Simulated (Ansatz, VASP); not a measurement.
**Ca in VASP and in Ansatz**

File INCAR:

```
SYSTEM = Ca
  PREC = Accurate
  ENCUT = 520
  EDIFF = 1E-7
  ISMEAR = 0
  SIGMA = 0.05
  LREAL = .False.
  LASPH = .True.
  NELM = 80
  ALGO = Normal
  ISIF = 2
  LWAVE = .False.
  LCHARG = .True.
  GGA = CA
  LELF = .True.
  LVHAR = .True.
  NBANDS = 11
```

File KPOINTS:

```
Automatic mesh
0
Gamma
  9 9 9
  0 0 0
```

File POSCAR:

```
Ca
1.0
   -2.0824166504      2.0876258024      2.4289402040
    2.0824166504     -2.0876258024      2.4289402040
    2.0824166504      2.0876258024     -2.4289402040
Ca
1
Direct
    0.5000000000      0.5000000000      0.0000000000
```

Contents of input.yaml:

```yaml
crystal:
  lattice:
    - [-2.0824166504, 2.0876258024, 2.428940204]
    - [2.0824166504, -2.0876258024, 2.428940204]
    - [2.0824166504, 2.0876258024, -2.428940204]
  atoms:
    - { symbol: Ca, position: [0.5, 0.5, 0.0] }
kpoints:
  mp_grid: { grid: [9, 9, 9] }
scf:
  occupations: { method: gaussian, width: 0.05 }
hamiltonian:
  xc: lda
  pseudopotentials: { kind: all_electron, lapw: { basis_error: 0.001 } }
output:
  forces: true
  stress: true
  eigenvalues: true
```

Change from the starting cell: volume scaled by 0.98.

Alike in both runs: task single point; functional LDA; k mesh 9 × 9 × 9; occupations gaussian, width 0.05 eV; no spin polarisation.

|  | VASP | Ansatz |
| --- | --- | --- |
| version | VASP 6.6.1 | Ansatz 0.2.0 |
| potentials or method | VASP PAW LDA potentials, release 64 (Ca_sv), cutoff 520 eV | all-electron LAPW, scalar-relativistic |

```csv
,VASP,Ansatz,Ansatz less VASP
gap on the k mesh at the Fermi level (eV),none,none,-
pressure (GPa),-1.8,-1.8,0.00
"traceless stress, the component that is largest in VASP (GPa)",0.13,0.13,+0.002
```

LDA's correlation is that of Perdew and Zunger in VASP and of Perdew and Wang (1992) in Ansatz. A gap of «none» marks a metal or a gap that the smearing closes. Ansatz ran all-electron here, and VASP with PAW potentials.
